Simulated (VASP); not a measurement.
Wanted: the native input for a VASP 6.6.1 run.

```yaml
Task: single point
Functional: HSE06
Potentials_or_basis: VASP PAW PBE potentials, release 64 (Se)
Cutoff: 520 eV
k_mesh: 4 × 4 × 3
Occupations: fermi-dirac, width 0.05 eV
Spin: no spin polarisation
Dipole_correction: no
Grid_for_exact_exchange_PRECFOCK: Normal
Further_INCAR_settings: ALGO = Normal; EDIFF = 1e-06; NBANDS = 16
Screening_parameter: 0.2079 1/Å
```

Se:

```
CELL_PARAMETERS angstrom
4.35517 0.00000 0.00000
-2.17759 3.77169 0.00000
0.00000 0.00000 4.94945
ATOMIC_POSITIONS crystal
Se 0.78300 0.78300 0.50000
Se 0.00000 0.21700 0.83333
Se 0.21700 0.00000 0.16667
```

One way to write it, as run:

POSCAR

```
Se
1.0
    4.3551700000      0.0000000000      0.0000000000
   -2.1775850000      3.7716878578      0.0000000000
    0.0000000000      0.0000000000      4.9494500000
Se
3
Direct
    0.7830000000      0.7830000000      0.5000000000
    0.0000000000      0.2170000000      0.8333333333
    0.2170000000      0.0000000000      0.1666666667
```

INCAR.step1

```
PREC = Accurate ; ENCUT = 520
EDIFF = 1E-5 ; ISMEAR = -1
SIGMA = 0.05 ; LREAL = F
LASPH = T ; NELM = 100
ALGO = Normal ; ISIF = 2
LWAVE = T ; LCHARG = F
GGA = PE ; NBANDS = 16
```

INCAR.step2

```
PREC = Accurate ; ENCUT = 520
EDIFF = 1E-6 ; ISMEAR = -1
SIGMA = 0.05 ; LREAL = F
LASPH = T ; NELM = 100
ALGO = Normal ; ISIF = 2
LWAVE = F ; LCHARG = F
GGA = PE ; LHFCALC = T
HFSCREEN = 0.2079 ; PRECFOCK = Normal
ISTART = 1 ; NBANDS = 16
```

KPOINTS

```
regular mesh
0
Gamma
  4 4 3
```

Potentials or basis: VASP PAW PBE potentials, release 64 (Se).

Run with:

```bash
$ cat potpaw_PBE.64/Se/POTCAR > POTCAR
$ cp INCAR.step1 INCAR
$ mpirun -np 1 vasp_std > vasp.out
$ cp INCAR.step2 INCAR
$ mpirun -np 1 vasp_std > vasp.out
```

Results of the run:

The pressure is 3.3 GPa, the largest force is 0.571 eV/Å and the band gap on the k mesh is 2.59 eV, indirect (least direct gap 2.85 eV).

Caveat: the k points lie up to 0.42 Å⁻¹ apart; the PAW data sets were made with another functional, which shifts forces and pressure a little.

Run time: 17 min on 1 thread of Oxide Virtual Turin-like Processor, on a shared host, peak memory 0.27 GiB.
